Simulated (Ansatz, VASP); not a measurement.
## TlBr in VASP and in Ansatz

```
CELL_PARAMETERS angstrom
3.99491 0.00000 0.00000
0.00000 3.99491 0.00000
0.00000 0.00000 3.99491
ATOMIC_POSITIONS crystal
Tl 0.00000 0.00000 0.00000
Br 0.50000 0.50000 0.50000
```

Alike in both runs: task single point; functional PBE; k mesh 4 × 4 × 4; no spin polarisation.

|  | VASP | Ansatz |
| --- | --- | --- |
| version | VASP 6.6.1 | Ansatz 0.2.0 |
| potentials or method | VASP PAW PBE potentials, release 64 (Tl_d, Br) | plane waves |
| plane-wave cutoff (eV) | 500 | 420 |
| occupations | gaussian, width 0.01 eV | fixed |
| valence electrons in the cell | 20 | 20 |

|  | VASP | Ansatz | Ansatz less VASP |
| --- | --- | --- | --- |
| gap on the k mesh at the Fermi level (eV) | 1.88 | 1.88 | -0.006 |
| pressure (GPa) | 1.0 | 1.1 | +0.03 |

Spin-orbit coupling is off throughout.
